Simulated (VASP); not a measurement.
# AlCrBN2 (P4/mmm) in VASP: further runs, part 2 of 2

VASP 6.6.1.

### Step 3. Single point, PBE, collinear spin, ferromagnetic start

This run uses another cell than the first one, of 12.03 Å³/atom.

File INCAR:

```
SYSTEM = AlCrBN2
PREC     = Accurate       ! precision mode
ENCUT    = 520            ! plane-wave cutoff, eV
EDIFF    = 1E-7           ! SCF threshold, eV
ISMEAR   = 0              ! smearing method
SIGMA    = 0.1            ! smearing width, eV
LREAL    = .FALSE.        ! projectors in reciprocal space
LASPH    = .TRUE.         ! aspherical terms in the spheres
NELM     = 150            ! most SCF steps
ALGO     = Normal         ! electronic algorithm
ISIF     = 2              ! what is computed and relaxed
LWAVE    = .FALSE.        ! write WAVECAR
LCHARG   = .FALSE.        ! write CHGCAR
ISPIN    = 2              ! spin polarisation
MAGMOM   = 0 3 0 0 0      ! initial moments
LORBIT   = 11             ! projections on sites
LMAXMIX  = 4              ! l up to which the mixer works
GGA      = PE             ! functional
NBANDS   = 26             ! bands
```

File KPOINTS:

```
Automatic mesh
0
G
  6 6 4
  0 0 0
```

File POSCAR:

```
AlCrBN2
1.0
    3.3442208700      0.0000000000      0.0000000000
    0.0000000000      3.3442208700      0.0000000000
    0.0000000000      0.0000000000      5.3772018700
Al Cr B N
1 1 1 2
Direct
    0.0000000000      0.0000000000      0.5000000000
    0.0000000000      0.0000000000      0.0000000000
    0.5000000000      0.5000000000      0.5000000000
    0.5000000000      0.5000000000      0.1649094400
    0.5000000000      0.5000000000      0.8350905600
```

Potentials or basis: VASP PAW PBE potentials, release 64 (Al, Cr_pv, B, N).

Launch:

```console
> cat potpaw_PBE.64/Al/POTCAR potpaw_PBE.64/Cr_pv/POTCAR potpaw_PBE.64/B/POTCAR potpaw_PBE.64/N/POTCAR > POTCAR
> mpirun -np 1 vasp_std > vasp.out
```

OUTCAR:

```text
SYSTEM = AlCrBN2
   PREC = Accurate
   ENCUT = 520
   EDIFF = 1E-7
   ISMEAR = 0
   LREAL = .FALSE.
   LASPH = .TRUE.
   NELM = 150
   ISIF = 2
   ISPIN = 2
   LORBIT = 11
   GGA = PE

 ion  position               nearest neighbor table
   1  0.000  0.000  0.500-   3 2.36   3 2.36   3 2.36   3 2.36   2 2.69   2 2.69
   2  0.000  0.000  0.000-   1 2.69   1 2.69
   3  0.500  0.500  0.500-   4 1.80   5 1.80   1 2.36   1 2.36   1 2.36   1 2.36
   4  0.500  0.500  0.165-   5 1.77   3 1.80
   5  0.500  0.500  0.835-   4 1.77   3 1.80

  LATTYP: Found a simple tetragonal cell.
 ALAT       =     3.3442208700
 C/A-ratio  =     1.6079087115

  Lattice vectors:

 A1 = (   3.3442208700,   0.0000000000,   0.0000000000)
 A2 = (   0.0000000000,   3.3442208700,   0.0000000000)
 A3 = (   0.0000000000,   0.0000000000,   5.3772018700)

Analysis of symmetry for initial positions (statically):
=====================================================================
 Subroutine PRICEL returns:
 Original cell was already a primitive cell.

 Routine SETGRP: Setting up the symmetry group for a
 simple tetragonal supercell.

 Subroutine GETGRP returns: Found 16 space group operations
 (whereof 16 operations were pure point group operations)
 out of a pool of 16 trial point group operations.

The static configuration has the point symmetry D_4h.

Analysis of symmetry for dynamics (positions and initial velocities):
=====================================================================
 Subroutine PRICEL returns:
 Original cell was already a primitive cell.

 Routine SETGRP: Setting up the symmetry group for a
 simple tetragonal supercell.

 Subroutine GETGRP returns: Found 16 space group operations
 (whereof 16 operations were pure point group operations)
 out of a pool of 16 trial point group operations.

The dynamic configuration has the point symmetry D_4h.

Analysis of structural, dynamic, and magnetic symmetry:
=====================================================================
 Subroutine PRICEL returns:
 Original cell was already a primitive cell.

[... 169 lines left out ...]
 spin component 1

 k-point     1 :       0.0000    0.0000    0.0000
  band No.  band energies     occupation
      1     -38.2198      1.00000
      2     -38.2197      1.00000
      3     -38.1001      1.00000
      4     -10.4485      1.00000
      5      -6.8875      1.00000
      6      -3.9055      1.00000
[... 685 lines left out ...]
     25      14.5831      0.00000
     26      14.6994      0.00000

 [... further k-points ...]

 spin component 2

 k-point     1 :       0.0000    0.0000    0.0000
  band No.  band energies     occupation
      1     -35.0680      1.00000
      2     -34.8662      1.00000
      3     -34.8662      1.00000
      4     -10.8444      1.00000
      5      -7.3254      1.00000
      6      -3.9640      1.00000
[... 685 lines left out ...]
     25      15.0577      0.00000
     26      15.6923      0.00000

 [... further k-points ...]

------------------------ aborting loop because EDIFF is reached ----------------------------------------

  FORCE on cell =-STRESS in cart. coord.  units (eV):
  Direction    XX          YY          ZZ          XY          YZ          ZX
  --------------------------------------------------------------------------------------
  -------------------------------------------------------------------------------------
  Total       -8.8838955     -8.8838955     -3.5292274      0.0000000     -0.0000000      0.0000000
  in kB     -236.6833885   -236.6833885    -94.0251380      0.0000000     -0.0000000      0.0000000
  external PRESSURE =    -189.1306383 kB  Pullay stress =       0.0000000 kB

 VOLUME and BASIS-vectors are now :
 -----------------------------------------------------------------------------
  energy-cutoff  :      520.00
  volume of cell :       60.14
      direct lattice vectors                 reciprocal lattice vectors
     3.344220870  0.000000000  0.000000000     0.299023312  0.000000000  0.000000000
     0.000000000  3.344220870  0.000000000     0.000000000  0.299023312  0.000000000
     0.000000000  0.000000000  5.377201870     0.000000000  0.000000000  0.185970329

 POSITION                                       TOTAL-FORCE (eV/Angst)
 -----------------------------------------------------------------------------------
      0.00000      0.00000      2.68860         0.000000      0.000000      0.000000
      0.00000      0.00000      0.00000         0.000000      0.000000      0.000000
      1.67211      1.67211      2.68860         0.000000      0.000000      0.000000
      1.67211      1.67211      0.88675        -0.000000     -0.000000      1.532104
      1.67211      1.67211      4.49045         0.000000      0.000000     -1.532104
 -----------------------------------------------------------------------------------
    total drift:                               -0.000000      0.000000      0.000000

  FREE ENERGIE OF THE ION-ELECTRON SYSTEM (eV)
  ---------------------------------------------------
  free  energy   TOTEN  =       -30.2730289207 eV

  energy  without entropy=      -30.2583826180  energy(sigma->0) =      -30.26570577

 total charge

# of ion       s       p       d       tot
------------------------------------------
    1        0.450   0.309   0.000   0.760
    2        0.195   6.121   4.085  10.401
    3        0.703   0.911   0.000   1.614
    4        1.325   2.139   0.000   3.464
    5        1.325   2.139   0.000   3.464
--------------------------------------------------
tot          3.998  11.620   4.085  19.703

 magnetization (x)

# of ion       s       p       d       tot
------------------------------------------
    1       -0.030   0.003   0.000  -0.028
    2        0.037   0.024   3.133   3.194
    3        0.010   0.025   0.000   0.035
    4       -0.017  -0.256   0.000  -0.273
    5       -0.017  -0.256   0.000  -0.273
--------------------------------------------------
tot         -0.017  -0.460   3.133   2.656
```

OSZICAR:

```text
N       E                     dE             d eps       ncg     rms          rms(c)
DAV:   1     0.197887722749E+03    0.19789E+03   -0.13602E+04  3120   0.102E+03
DAV:   2    -0.225407342762E+02   -0.22043E+03   -0.20570E+03  3512   0.284E+02
DAV:   3    -0.377296877615E+02   -0.15189E+02   -0.14574E+02  3968   0.763E+01
[... 23 lines left out ...]
DAV:  27    -0.302730259032E+02   -0.15081E-04   -0.12921E-05  3820   0.207E-02    0.341E-01
DAV:  28    -0.302730282420E+02   -0.23388E-05   -0.18723E-06  3810   0.790E-03    0.111E-01
DAV:  29    -0.302730287356E+02   -0.49358E-06   -0.19108E-07  2960   0.265E-03    0.348E-02
DAV:  30    -0.302730288756E+02   -0.14002E-06   -0.51275E-08  1806   0.153E-03    0.982E-03
DAV:  31    -0.302730289207E+02   -0.45108E-07   -0.11954E-08  1742   0.741E-04
   1 F= -.30273029E+02 E0= -.30265706E+02  d E =-.146463E-01  mag=     2.7574
```

stdout:

```text
POSCAR found type information on POSCAR AlCrB N
 POSCAR found :  4 types and       5 ions
 scaLAPACK will be used
 LDA part: xc-table for (Slater+PW92), standard interpolation
 POSCAR, INCAR and KPOINTS ok, starting setup
 FFT: planning ... GRIDC
 FFT: planning ... GRID_SOFT
 FFT: planning ... GRID
 WAVECAR not read
 entering main loop
```

Wall time 3.2 min (1 thread of Intel Xeon 6975P-C (Granite Rapids), shared host); peak memory 0.25 GiB.

Results:

```yaml
Free_energy: -30.2730 eV
Pressure: -18.9 GPa
Largest_force: 1.532 eV/Å
Net_moment: 2.76 μB per cell
Site_moments: Al -0.03; Cr +3.19; B +0.04; N -0.27 μB
Valence_electrons_inside_the_program's_atomic_spheres: Al 0.76; Cr 10.40; B 1.61; N 3.46
```

Forces on the atoms (eV/Å):
```
Al   0.000  0.000  0.000
Cr   0.000  0.000  0.000
B    0.000  0.000  0.000
N    0.000  0.000  1.532
N    0.000  0.000 -1.532
```

Stress tensor (GPa, compression positive):
```
-23.67   0.00   0.00
  0.00 -23.67   0.00
  0.00   0.00  -9.40
```

Caveat: the stress differs along the axes, from -24 to -9 GPa; a cell with one magnetic atom can't hold antiferromagnetic order, which such compounds often take; forces of over 1 eV/Å act on the atoms, so gaps and moduli don't describe the material at rest.

### Step 4. Relaxation of cell and atoms, PBE, collinear spin, ferromagnetic start

This run uses another cell than the first one, of 12.03 Å³/atom.

File INCAR:

```
SYSTEM = AlCrBN2
PREC = Accurate ; ENCUT = 600
EDIFF = 1E-7 ; ISMEAR = 0
SIGMA = 0.1 ; LREAL = .FALSE.
LASPH = .TRUE. ; NELM = 150
ALGO = Normal ; ISIF = 3
LWAVE = .FALSE. ; LCHARG = .FALSE.
ISPIN = 2 ; MAGMOM = 0 3 0 0 0
LORBIT = 11 ; LMAXMIX = 4
GGA = PE ; IBRION = 2
NSW = 90 ; EDIFFG = -0.04
```

File KPOINTS:

```
regular mesh
0
G
  6 6 4
  0 0 0
```

POSCAR is that of step 3.

Launch:

```console
> cat potpaw_PBE.64/Al/POTCAR potpaw_PBE.64/Cr_pv/POTCAR potpaw_PBE.64/B/POTCAR potpaw_PBE.64/N/POTCAR > POTCAR
> mpirun -np 1 vasp_std > vasp.out
```

It took 16 min on 1 thread of Intel Xeon 6975P-C (Granite Rapids), shared host; peak memory 0.28 GiB.

Results (log left out):

```
Free energy                                           : -33.1230 eV
Relaxed volume                                        : 8.83 Å³/atom
Relaxed cell                                          : a = 2.860 Å, b = 2.860 Å, c = 5.401 Å, α = 90.00°, β = 90.00°, γ = 90.00°
Space group after relaxing (to 0.1 Å)                 : P4/mmm (No. 123)
Energy gained by relaxing                             : 569.2 meV/atom
Ionic steps                                           : 10
Pressure after relaxing                               : 0.4 GPa
Largest force after relaxing                          : 0.008 eV/Å
Net moment                                            : 0.53 μB per cell
Site moments                                          : Al -0.01; Cr +0.68; B +0.01; N -0.06 μB
Valence electrons inside the program's atomic spheres : Al 0.87; Cr 10.59; B 2.21; N 3.58
```

Forces in eV/Å, atoms in the order of the input:
```
Al   0.000  0.000  0.000
Cr   0.000  0.000  0.000
B    0.000  0.000  0.000
N    0.000  0.000  0.008
N    0.000  0.000 -0.008
```

Stress tensor (GPa, compression positive):
```
0.33 0.00 0.00
0.00 0.33 0.00
0.00 0.00 0.59
```

The path:
```csv
step,energy change (eV),largest force (eV/Å),pressure (GPa),volume (Å³)
1,0.0000,1.5326,-19.01,60.14
2,-1.6335,3.0658,-3.98,48.50
3,-2.0242,3.1732,8.90,43.18
4,-2.6415,0.6584,17.91,40.72
5,-2.6423,0.7272,17.60,40.77
6,-2.8221,0.5011,2.60,43.38
7,-2.8289,0.4640,-0.65,44.07
8,-2.8409,0.2603,-0.21,44.12
9,-2.8458,0.0184,0.50,44.18
10,-2.8459,0.0084,0.42,44.17
```

Final structure:
```xyz
5
Lattice="2.8598 0.0000 0.0000 0.0000 2.8598 0.0000 0.0000 0.0000 5.4009" Properties=species:S:1:pos:R:3 pbc="T T T"
Al    0.0000    0.0000    2.7004
Cr    0.0000    0.0000    0.0000
B     1.4299    1.4299    2.7004
N     1.4299    1.4299    1.1591
N     1.4299    1.4299    4.2418
```

Levels at points of the mesh, in eV from the Fermi level:
Spin up:
```tsv
k point	band 11	band 12	band 13	band 14	band 15	band 16	band 17	band 18
(0.00, 0.00, 0.00)	-2.81	-2.37	-2.11	-1.26	-0.13	1.45	1.45	2.68
(0.50, 0.00, 0.00)	-3.93	-1.07	-0.85	-0.32	-0.06	0.52	0.54	0.75
(0.50, 0.50, 0.00)	-3.01	-2.59	-1.58	-1.58	0.54	0.75	1.33	1.33
(0.00, 0.00, 0.50)	-2.21	-2.21	-1.15	-0.13	-0.04	0.20	0.20	3.36
(0.50, 0.00, 0.50)	-2.68	-1.87	-1.10	-0.46	-0.33	0.62	1.44	2.92
(0.50, 0.50, 0.50)	-4.91	-2.37	-2.37	-1.38	-0.99	0.75	1.14	2.71
```
Spin down:
```tsv
k point	band 12	band 13	band 14	band 15	band 16	band 17
(0.00, 0.00, 0.00)	-2.13	-2.02	-1.01	0.72	2.03	2.03
(0.50, 0.00, 0.00)	-1.21	-0.58	0.45	0.47	0.51	1.11
(0.50, 0.50, 0.00)	-2.48	-1.61	-1.61	1.18	1.21	1.98
(0.00, 0.00, 0.50)	-1.99	-0.91	-0.09	0.72	0.83	0.83
(0.50, 0.00, 0.50)	-1.57	-1.17	0.08	0.49	1.00	1.94
(0.50, 0.50, 0.50)	-2.07	-2.07	-1.14	-0.99	1.21	1.85
```

Caveat: the volume moved by over 15 % at a fixed basis, so the end points are rough; a cell with one magnetic atom can't hold antiferromagnetic order, which such compounds often take. With open d or f shells a metallic result of PBE can be an artefact of self-interaction; +U or a hybrid may open a gap.

### Step 5. Summary

| task | cell | cutoff (eV) | gap on the mesh (eV) | pressure (GPa) | moment (μB) | largest force (eV/Å) |
| --- | --- | --- | --- | --- | --- | --- |
| single point | a = 2.862, b = 2.862, c = 5.407 Å, 5 atoms, atomic positions A | 520 | none | 0.1 | 0.54 | - |
| single point | a = 3.344, b = 3.344, c = 5.377 Å, 5 atoms, atomic positions B | 520 | none | -18.9 | 2.76 | 1.53 |
| relaxation of cell and atoms | relaxed from a = 3.344, b = 3.344, c = 5.377 Å, 5 atoms, atomic positions B | 600 | none | 0.4 | 0.53 | 0.01 |

Alike in all rows: level PBE; potentials or basis VASP PAW PBE potentials, release 64 (Al, Cr_pv, B, N); spin collinear, ferromagnetic start; k mesh 6 × 6 × 4; smearing gaussian 0.1 eV.

Caveats: some runs use coarse meshes; a cell with one magnetic atom can't hold antiferromagnetic order, which such compounds often take; the stress differs along the axes, from -24 to -9 GPa (at least some runs); forces of over 1 eV/Å act on the atoms, so gaps and moduli don't describe the material at rest (at least some runs); the volume moved by over 15 % at a fixed basis, so the end points are rough (at least some runs).

Absolute energies hang on the potentials; compare differences alone.
